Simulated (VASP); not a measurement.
A run of VASP 6.6.1:

Contents of INCAR:

```
SYSTEM = Hf
PREC     = Accurate       ! precision mode
ENCUT    = 520            ! plane-wave cutoff, eV
EDIFF    = 1E-6           ! SCF threshold, eV
ISMEAR   = 0              ! smearing method
SIGMA    = 0.15           ! smearing width, eV
LREAL    = .FALSE.        ! projectors in reciprocal space
LASPH    = .TRUE.         ! aspherical terms in the spheres
NELM     = 80             ! most SCF steps
ALGO     = Fast           ! electronic algorithm
ISIF     = 2              ! what is computed and relaxed
LWAVE    = .FALSE.        ! write WAVECAR
LCHARG   = .FALSE.        ! write CHGCAR
GGA      = PS             ! functional
NBANDS   = 11             ! bands
```

The input KPOINTS:

```
Automatic mesh
0
G
  18 18 18
  0 0 0
```

Contents of POSCAR:

```
Hf
1.0
   -1.8862250000      1.8050000000      1.8050000000
    1.8862250000     -1.8050000000      1.8050000000
    1.8862250000      1.8050000000     -1.8050000000
Hf
1
Direct
    0.0000000000      0.0000000000      0.0000000000
```

Potentials or basis: VASP PAW PBE potentials, release 64 (Hf_pv).

Launch:

```console
$ cat potpaw_PBE.64/Hf_pv/POTCAR > POTCAR
$ mpirun -np 1 vasp_std > vasp.out
```

Hardware: 1 thread of AMD EPYC 9R45 96-Core Processor (Zen 5), on a shared host.

Q: Estimate the wall time of this run.

A: Run time: 72 s on 1 thread of AMD EPYC 9R45 96-Core Processor (Zen 5) (shared host), peak memory 0.21 GiB. Counts: scf iterations 16, k points 480.
